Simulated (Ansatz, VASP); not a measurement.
**One calculation of KF, two programs**

The input INCAR:

```
SYSTEM = KF
ALGO = Normal ; EDIFF = 1E-6
ENCUT = 520 ; GGA = PE
ISIF = 2 ; ISMEAR = 0
LASPH = .True. ; LCHARG = .False.
LREAL = .False. ; LWAVE = .False.
NBANDS = 15 ; NELM = 100
PREC = Accurate ; SIGMA = 0.05
```

KPOINTS

```
k-points
0
Gamma
  8 8 8
  0 0 0
```

File POSCAR:

```
KF
1.0
    0.0000000000      2.7532193702      2.7532193702
    2.7532193702      0.0000000000      2.7532193702
    2.7532193702      2.7532193702      0.0000000000
K F
1 1
Direct
    0.0000000000      0.0000000000      0.0000000000
    0.5000000000      0.5000000000      0.5000000000
```

Input for Ansatz:

```yaml
crystal:
  lattice:
    - [0.0, 2.7532193702, 2.7532193702]
    - [2.7532193702, 0.0, 2.7532193702]
    - [2.7532193702, 2.7532193702, 0.0]
  atoms:
    - { symbol: K, position: [0.0, 0.0, 0.0] }
    - { symbol: F, position: [0.5, 0.5, 0.5] }
basis:
  ecutwfc: 520.0
kpoints:
  mp_grid: { grid: [8, 8, 8] }
hamiltonian:
  xc: pbe
scf:
  occupations: { method: gaussian, width: 0.05 }
output:
  forces: true
  stress: true
  eigenvalues: true
```

Alike in both runs: task single point; functional PBE; k mesh 8 × 8 × 8; occupations gaussian, width 0.05 eV; no spin polarisation.

```csv
,VASP,Ansatz
version,VASP 6.6.1,Ansatz 0.2.0
potentials or method,"VASP PAW PBE potentials, release 64 (K_sv, F), cutoff 520 eV","scalar-relativistic, plane waves, PAW"
valence electrons in the cell,16,16
```

VASP gave:

| Item | Value |
| --- | --- |
| gap on the k mesh at the Fermi level (eV) | 5.72 |
| least direct gap on the mesh (eV) | 5.72 |
| pressure (GPa) | -1.2 |

Q: Which values does Ansatz return?

A: gap on the k mesh at the Fermi level (eV): 5.73; least direct gap on the mesh (eV): 5.73; pressure (GPa): -1.2.

With one functional, cell and mesh, what is left measures potentials, basis and numerics.
